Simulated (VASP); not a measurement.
Input of a VASP 6.6.1 run:

INCAR

```
SYSTEM = CsI
ALGO     = Normal         ! electronic algorithm
EDIFF    = 1E-6           ! SCF threshold, eV
ENCUT    = 500            ! plane-wave cutoff, eV
GGA      = PS             ! functional
GGA_COMPAT= .FALSE.      
ISIF     = 2              ! what is computed and relaxed
ISMEAR   = 0              ! smearing method
LASPH    = .TRUE.         ! aspherical terms in the spheres
LCHARG   = .FALSE.        ! write CHGCAR
LREAL    = .FALSE.        ! projectors in reciprocal space
LWAVE    = .FALSE.        ! write WAVECAR
NBANDS   = 15             ! bands
NELM     = 120            ! most SCF steps
PREC     = Accurate       ! precision mode
SIGMA    = 0.01           ! smearing width, eV
```

KPOINTS

```
k-points
0
G
  6 6 6
  0 0 0
```

File POSCAR:

```
CsI
1.0
    4.4099683769      0.0000000000      0.0000000000
    0.0000000000      4.4099683769      0.0000000000
    0.0000000000      0.0000000000      4.4099683769
Cs I
1 1
Direct
    0.0000000000      0.0000000000      0.0000000000
    0.5000000000      0.5000000000      0.5000000000
```

Potentials or basis: VASP PAW PBE potentials, release 64 (Cs_sv, I).

The run is started by

```bash
$ cat potpaw_PBE.64/Cs_sv/POTCAR potpaw_PBE.64/I/POTCAR > POTCAR
$ mpirun -np 1 vasp_std > vasp.out
```

Problem. What does it give for the band gap on the k mesh?

Solution. 3.88 eV, indirect (least direct gap 3.95 eV).

Problem. Estimate the pressure.

Solution. 1.1 GPa.

Caveat: the PAW data sets were made with another functional, which shifts forces and pressure a little; spin-orbit coupling is left out, which moves the levels of the heavy elements. A k mesh can miss the band edges.
